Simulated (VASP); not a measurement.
# GeW (NiAs type) (P6_3/mmc) in VASP: notebook

GeW (NiAs type) is run at these levels: PBE; tasks: single point.

Program: VASP 6.6.1. These are calculated values, not measurements. Logs are shortened: lines on timing, memory, paths and dates and some standing lists are left out, and cuts for length are marked.

## 1. The cell of the first run

The structure is hexagonal, space group P6_3/mmc (No. 194). The conventional cell has a = 2.459 Å, b = 2.459 Å, c = 7.094 Å, α = 90.00°, β = 90.00°, γ = 120.00°. Within 3.0 Å of W (site symmetry -3m) lie 6 Ge at 2.27 Å and 6 W at 2.46 Å. Ge (site symmetry -6m2) has 6 W at 2.27 Å and 6 Ge at 2.46 Å within 3.0 Å.

## 2. Single point, PBE

Input file INCAR:

```
SYSTEM = GeW
PREC     = Accurate       ! precision mode
ENCUT    = 520            ! plane-wave cutoff, eV
EDIFF    = 1E-6           ! SCF threshold, eV
ISMEAR   = -1             ! smearing method
SIGMA    = 0.05           ! smearing width, eV
LREAL    = .FALSE.        ! projectors in reciprocal space
LASPH    = .TRUE.         ! aspherical terms in the spheres
NELM     = 60             ! most SCF steps
ALGO     = Normal         ! electronic algorithm
ISIF     = 2              ! what is computed and relaxed
LWAVE    = .FALSE.        ! write WAVECAR
LCHARG   = .FALSE.        ! write CHGCAR
GGA      = PE             ! functional
NBANDS   = 36             ! bands
```

Input file KPOINTS:

```
regular mesh
0
G
  12 12 7
  0 0 0
```

Input file POSCAR:

```
GeW
1.0
    2.4592523223      0.0000000000      0.0000000000
   -1.2296261612      2.1297749854      0.0000000000
    0.0000000000      0.0000000000      7.0944200691
W Ge
2 2
Direct
    0.0000000000      0.0000000000      0.0000000000
    0.0000000000      0.0000000000      0.5000000000
    0.3333333333      0.6666666667      0.2500000000
    0.6666666667      0.3333333333      0.7500000000
```

Potentials or basis: VASP PAW PBE potentials, release 64 (W_sv, Ge_d).

On the command line:

```bash
cat potpaw_PBE.64/W_sv/POTCAR potpaw_PBE.64/Ge_d/POTCAR > POTCAR
mpirun -np 1 vasp_std > vasp.out
```

OUTCAR:

```text
SYSTEM = GeW
   PREC = Accurate
   ENCUT = 520
   EDIFF = 1E-6
   ISMEAR = -1
   LREAL = .FALSE.
   LASPH = .TRUE.
   NELM = 60
   ISIF = 2
   GGA = PE

 ion  position               nearest neighbor table
   1  0.000  0.000  0.000-   3 2.27   4 2.27   4 2.27   3 2.27   4 2.27   3 2.27
   2  0.000  0.000  0.500-   3 2.27   4 2.27   4 2.27   3 2.27   4 2.27   3 2.27
   3  0.333  0.667  0.250-   1 2.27   2 2.27   1 2.27   2 2.27   1 2.27   2 2.27
   4  0.667  0.333  0.750-   1 2.27   2 2.27   1 2.27   2 2.27   1 2.27   2 2.27

  LATTYP: Found a hexagonal cell.
 ALAT       =     2.4592523223
 C/A-ratio  =     2.8847873822

  Lattice vectors:

 A1 = (   2.4592523223,   0.0000000000,   0.0000000000)
 A2 = (  -1.2296261612,   2.1297749854,   0.0000000000)
 A3 = (   0.0000000000,   0.0000000000,   7.0944200691)

Analysis of symmetry for initial positions (statically):
=====================================================================
 Subroutine PRICEL returns:
 Original cell was already a primitive cell.

 Routine SETGRP: Setting up the symmetry group for a
 hexagonal supercell.

 Subroutine GETGRP returns: Found 24 space group operations
 (whereof 12 operations were pure point group operations)
 out of a pool of 24 trial point group operations.

The static configuration has the point symmetry D_3d.
 The point group associated with its full space group is D_6h.

Analysis of symmetry for dynamics (positions and initial velocities):
=====================================================================
 Subroutine PRICEL returns:
 Original cell was already a primitive cell.

 Routine SETGRP: Setting up the symmetry group for a
 hexagonal supercell.

 Subroutine GETGRP returns: Found 24 space group operations
 (whereof 12 operations were pure point group operations)
 out of a pool of 24 trial point group operations.

The dynamic configuration has the point symmetry D_3d.
 The point group associated with its full space group is D_6h.

 Subroutine INISYM returns: Found 24 space group operations
 (whereof 12 operations are pure point group operations),
 and found     1 'primitive' translations

----------------------------------------------------------------------------------------

                                     Primitive cell

  volume of cell :      37.1581

  direct lattice vectors                    reciprocal lattice vectors
     2.459252322  0.000000000  0.000000000     0.406627653  0.234766585  0.000000000
    -1.229626161  2.129774985  0.000000000     0.000000000  0.469533170  0.000000000
     0.000000000  0.000000000  7.094420069     0.000000000  0.000000000  0.140955848

  length of vectors
[... 90 lines left out ...]
   IBRION =     -1    ionic relax: 0-MD 1-quasi-New 2-CG
   NFREE  =      0    steps in history (QN), initial steepest desc. (CG)
   ISIF   =      2    stress and relaxation
   ISYM   =      2    0-nonsym 1-usesym 2-fastsym
   POTIM  = 0.5000    time-step for ionic-motion
   TEBEG  =    0.0;   TEEND  =   0.0 temperature during run
   PSTRESS=    0.0 pullay stress
   NELECT =      56.0000    total number of electrons
   NUPDOWN=      -1.0000    fix difference up-down
   EMIN   =  10.00;   EMAX   =-10.00  energy-range for DOS
   EFERMI =   0.00;   METHOD = LEGACY
   ISMEAR =    -1;   SIGMA  =   0.05  broadening in eV -4-tet -1-fermi 0-gaus
   EFERMI_NEDOS =   21; number of points for ismear=-14 and -15
   IALGO  =     38    algorithm
   IMIX   =      4    mixing-type and parameters
     AMIX     =   0.40;   BMIX     =  1.00
     AMIX_MAG =   1.60;   BMIX_MAG =  1.00
  volume/ion in A,a.u.               =       9.29        62.69
  Fermi-wavevector in a.u.,A,eV,Ry     =   1.876951  3.546923 47.932578  3.522945
  Thomas-Fermi vector in A             =   2.921328
   LORBIT       =      0    0 simple, 1 ext, 2 COOP (PROOUT), +10 PAW based schemes
   GGA     = PE    functional components
   LHFCALC =     F    Hartree Fock is set to
   AEXX    =    0.0000 exact exchange contribution
   IVDW    =     0    specifies the selected vdW correction
   LEPSILON=     F    determine dielectric tensor
   LRPA    =     F    only Hartree local field effects (RPA)
 non-spin polarized calculation
  energy-cutoff  :      520.00
  volume of cell :       37.16
 maximum number of plane-waves:      1019
   NGX =  9   NGY =  9   NGZ = 27

 number of electron      55.9999969 magnetization

 Free energy of the ion-electron system (eV)
  ---------------------------------------------------
  ext. energy  EPLUGINS =         0.00000000
  ---------------------------------------------------
  free energy    TOTEN  =       -16.17198671 eV

  energy without entropy =      -16.16111605  energy(sigma->0) =      -16.16655138

 E-fermi :  19.2055     XC(G=0): -16.1921

 val. band max:       19.1978115568   @ k =   0.3333   0.1667   0.1429
 cond. band min:      19.2058928652   @ k =   0.1667   0.0833   0.4286
 fundamental gap:      0.0080813085
 Fermi energy:        19.2055236568

 k-point     1 :       0.0000    0.0000    0.0000
  band No.  band energies     occupation
      1     -54.6192      2.00000
      2     -54.6132      2.00000
      3     -20.1615      2.00000
      4     -19.8882      2.00000
      5     -17.4783      2.00000
      6     -17.4783      2.00000
[... 925 lines left out ...]
     35      27.2733      0.00000
     36      29.1699      0.00000

 [... further k-points ...]

------------------------ aborting loop because EDIFF is reached ----------------------------------------

  FORCE on cell =-STRESS in cart. coord.  units (eV):
  Direction    XX          YY          ZZ          XY          YZ          ZX
  --------------------------------------------------------------------------------------
  -------------------------------------------------------------------------------------
  Total       80.3596387     80.3596387     80.2095371     -0.0000000      0.0000000      0.0000000
  in kB     3464.9330353   3464.9330352   3458.4609828     -0.0000001      0.0000000      0.0000000
  external PRESSURE =    3462.7756844 kB  Pullay stress =       0.0000000 kB

 VOLUME and BASIS-vectors are now :
 -----------------------------------------------------------------------------
  energy-cutoff  :      520.00
  volume of cell :       37.16
      direct lattice vectors                 reciprocal lattice vectors
     2.459252322  0.000000000  0.000000000     0.406627653  0.234766585  0.000000000
    -1.229626161  2.129774985  0.000000000     0.000000000  0.469533170  0.000000000
     0.000000000  0.000000000  7.094420069     0.000000000  0.000000000  0.140955848

 POSITION                                       TOTAL-FORCE (eV/Angst)
 -----------------------------------------------------------------------------------
      0.00000      0.00000      0.00000        -0.000000      0.000000     -0.000000
      0.00000      0.00000      3.54721        -0.000000      0.000000     -0.000000
     -0.00000      1.41985      1.77361        -0.000000      0.000000      0.000000
      1.22963      0.70992      5.32082         0.000000     -0.000000     -0.000000
 -----------------------------------------------------------------------------------
    total drift:                                0.000000     -0.000000      0.000000

  FREE ENERGIE OF THE ION-ELECTRON SYSTEM (eV)
  ---------------------------------------------------
  free  energy   TOTEN  =       -16.1719867051 eV

  energy  without entropy=      -16.1611160542  energy(sigma->0) =      -16.16655138
```

OSZICAR:

```text
N       E                     dE             d eps       ncg     rms          rms(c)
DAV:   1     0.558760582634E+03    0.55876E+03   -0.26936E+04  7388   0.409E+03
DAV:   2     0.470540152520E+02   -0.51171E+03   -0.49620E+03  5584   0.771E+02
DAV:   3    -0.155471853788E+02   -0.62601E+02   -0.61191E+02  5840   0.192E+02
DAV:   4    -0.175079534834E+02   -0.19608E+01   -0.19368E+01  6348   0.364E+01
DAV:   5    -0.175370667213E+02   -0.29113E-01   -0.29079E-01  6472   0.467E+00    0.717E+01
DAV:   6    -0.166638802769E+02    0.87319E+00   -0.26403E-01  7876   0.585E+00    0.395E+01
DAV:   7    -0.161757541755E+02    0.48813E+00   -0.40752E-01  7924   0.623E+00    0.570E-01
DAV:   8    -0.161725566381E+02    0.31975E-02   -0.27541E-02  5960   0.164E+00    0.519E-01
DAV:   9    -0.161719882803E+02    0.56836E-03   -0.16714E-03  6676   0.371E-01    0.163E-01
DAV:  10    -0.161719934136E+02   -0.51333E-05   -0.10492E-04  6888   0.131E-01    0.170E-02
DAV:  11    -0.161719865475E+02    0.68660E-05   -0.88970E-06  6112   0.274E-02    0.540E-03
DAV:  12    -0.161719867051E+02   -0.15754E-06   -0.87107E-07  3324   0.182E-02
   1 F= -.16171987E+02 E0= -.16166551E+02  d E =-.108707E-01
```

Run time: 67 s. Hardware: 1 thread of AMD EPYC 7R13 (Zen 3), shared host; peak memory 0.18 GiB.

What came out:

```yaml
Free_energy: -16.1720 eV
Pressure: 346.3 GPa
Band_gap_on_the_k_mesh: zero (bands 28 and 29 overlap by 1.40 eV)
```

Stress tensor (GPa, compression positive):
```
346.49   0.00   0.00
  0.00 346.49   0.00
  0.00   0.00 345.85
```

Caveat: the cell stands under pressure; spin-orbit coupling is left out, which moves the levels of the heavy elements.

## 3. Single point, PBE

This run uses another cell than the first one, of 9.26 Å³/atom.

Input file INCAR:

```
SYSTEM = GeW
ALGO     = Normal         ! electronic algorithm
EDIFF    = 1E-6           ! SCF threshold, eV
ENCUT    = 520            ! plane-wave cutoff, eV
GGA      = PE             ! functional
ISIF     = 2              ! what is computed and relaxed
ISMEAR   = -1             ! smearing method
LASPH    = .True.         ! aspherical terms in the spheres
LCHARG   = .False.        ! write CHGCAR
LREAL    = .False.        ! projectors in reciprocal space
LWAVE    = .False.        ! write WAVECAR
NBANDS   = 36             ! bands
NELM     = 100            ! most SCF steps
PREC     = Accurate       ! precision mode
SIGMA    = 0.05           ! smearing width, eV
```

Input file KPOINTS:

```
k-points
0
Gamma
  12 12 7
  0 0 0
```

Input file POSCAR:

```
GeW
1.0
    2.4266683924      0.0000000000      0.0000000000
   -1.2133341962      2.1015564744      0.0000000000
    0.0000000000      0.0000000000      7.2658505092
Ge W
2 2
Direct
    0.0000000000      0.0000000000      0.0000000000
    0.0000000000      0.0000000000      0.5000000000
    0.3333333333      0.6666666667      0.2500000000
    0.6666666667      0.3333333333      0.7500000000
```

Potentials or basis: VASP PAW PBE potentials, release 64 (Ge_d, W_sv).

On the command line:

```bash
cat potpaw_PBE.64/Ge_d/POTCAR potpaw_PBE.64/W_sv/POTCAR > POTCAR
mpirun -np 1 vasp_std > vasp.out
```

Wall time 77 s (1 thread of AMD EPYC 7R13 (Zen 3), shared host); peak memory 0.18 GiB.

It converged, with:

```yaml
Free_energy: -15.4037 eV
Pressure: 346.5 GPa
Band_gap_on_the_k_mesh: zero (bands 28 and 29 overlap by 1.91 eV)
```

Stress tensor (GPa, compression positive):
```
346.89   0.00   0.00
  0.00 346.89   0.00
  0.00   0.00 345.77
```

Levels at points of the mesh, in eV from the Fermi level:
```tsv
k point	band 25	band 26	band 27	band 28	band 29	band 30	band 31	band 32
(0.00, 0.00, 0.00)	-1.92	-1.92	-1.61	-1.61	3.03	3.03	3.30	3.30
(0.50, 0.00, 0.00)	-5.57	-1.32	-0.72	-0.05	1.20	1.27	5.75	7.56
```

Caveat: the cell stands under pressure; spin-orbit coupling is left out, which moves the levels of the heavy elements.
